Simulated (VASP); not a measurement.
The system is Zr2Zn2N3.

```
CELL_PARAMETERS angstrom
2.53561 1.46393 4.26721
-2.53561 1.46393 4.26721
0.00000 -2.92787 4.26721
ATOMIC_POSITIONS crystal
Zr 0.50000 0.50000 0.50000
Zr 0.00000 0.00000 0.00000
Zn 0.31370 0.31370 0.31370
Zn 0.68630 0.68630 0.68630
N 0.00000 0.00000 0.50000
N 0.50000 0.00000 0.00000
N 0.00000 0.50000 0.00000
```

The cell was generated, and may not be a known phase.

| Quantity | Value |
| --- | --- |
| Program | VASP 6.6.1 |
| Task | relaxation of cell and atoms |
| Functional | PBE |
| Potentials or basis | VASP PAW PBE potentials, release 64 (Zr_sv, Zn, N) |
| Cutoff | 600 eV |
| k mesh | 6 × 6 × 6 |
| Occupations | gaussian, width 0.1 eV |
| Spin | no spin polarisation |

At the start: pressure -11.9 GPa; volume 13.58 Å³/atom.

Question: Where does the relaxation end?

Answer: Over 12 steps the energy falls by 341.5 meV/atom and the volume is 12.32 Å³/atom (-9.2 %); space group R-3m (No. 166, to 0.1 Å) before and after.

Step by step:
```tsv
step	energy change (eV)	largest force (eV/Å)	pressure (GPa)	volume (Å³)
1	0.0000	4.7770	-11.93	95.04
2	-1.9513	1.4992	7.23	81.66
3	-1.9533	1.5740	6.55	81.91
4	-2.3035	0.3480	-0.66	85.70
5	-2.3235	0.0325	-2.21	86.85
6	-2.3775	0.0937	1.66	85.16
7	-2.3776	0.0996	1.89	85.08
8	-2.3890	0.1328	-0.40	86.38
9	-2.3895	0.0925	0.01	86.15
10	-2.3895	0.0961	-0.08	86.17
11	-2.3901	0.0426	0.00	86.22
12	-2.3902	0.0051	0.03	86.26
```

Final structure:
```xyz
7
Lattice="2.4669 1.4243 4.0918 -2.4669 1.4243 4.0918 0.0000 -2.8485 4.0918" Properties=species:S:1:pos:R:3 pbc="T T T"
Zr    0.0000    0.0000    6.1376
Zr    0.0000    0.0000   12.2753
Zn    0.0000    0.0000    3.4655
Zn    0.0000    0.0000    8.8098
N     0.0000    1.4243   10.2294
N    -1.2334   -0.7121   10.2294
N     1.2334   -0.7121   10.2294
```

Caveat: an odd number of electrons without spin polarisation forces a metal; a magnetic or distorted state may lie lower.
